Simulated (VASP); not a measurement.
A run of VASP 6.6.1 is set up as follows.

INCAR

```
PREC = Accurate
ENCUT = 520
EDIFF = 1E-6
ISMEAR = 0
SIGMA = 0.05
LREAL = Auto
LASPH = True
NELM = 60
ALGO = Normal
ISIF = 2
LWAVE = False
LCHARG = True
GGA = PS
LELF = True
LVHAR = True
NBANDS = 76
```

KPOINTS

```
Automatic mesh
0
Gamma
  6 6 3
```

File POSCAR:

```
AlGa3N4
1.0
    0.0000000000     -4.4676279353      0.0000000000
    0.0000000000      0.0000000000     -4.4676279353
    8.9352558707     -1.1169069838      1.1169069838
Al Ga N
2 6 8
Direct
    0.7965625000      1.2034375000      0.8137500000
    0.9215625000      1.0784375000      0.3137500000
    0.4840625000      1.0159375000      0.0637500000
    0.3590625000      1.1409375000      0.5637500000
    0.9840625000      0.5159375000      0.0637500000
    0.8590625000      0.6409375000      0.5637500000
    0.2965625000      0.7034375000      0.8137500000
    0.4215625000      0.5784375000      0.3137500000
    0.1971527146      0.8028472854      0.1912654602
    0.0721527146      0.9278472854      0.6912654602
    0.7072145553      0.2927854446      0.1912654602
    0.5822145554      0.4177854446      0.6912654602
    0.0109104446      0.4790277146      0.9362345398
    0.1359104447      0.3540277146      0.4362345398
    0.5209722854      0.9890895554      0.9362345398
    0.6459722854      0.8640895553      0.4362345398
```

Potentials or basis: VASP PAW PBE potentials, release 64 (Al, Ga_d, N).

Run with:

```sh
$ cat potpaw_PBE.64/Al/POTCAR potpaw_PBE.64/Ga_d/POTCAR potpaw_PBE.64/N/POTCAR > POTCAR
$ mpirun -np 1 vasp_std > vasp.out
```

(1) What does it give for the pressure?

(2) Estimate the largest force.

(3) Estimate the band gap on the k mesh.

## Answers

(1) 75.3 GPa.

(2) 106.514 eV/Å.

(3) 2.09 eV.

Caveat: the cell differs from its parent crystal (the part above a cut slid along it); atoms lie so close that the PAW spheres overlap strongly, which falsifies energies and pressures; the stress differs along the axes, from 0 to 225 GPa; the PAW data sets were made with another functional, which shifts forces and pressure a little.
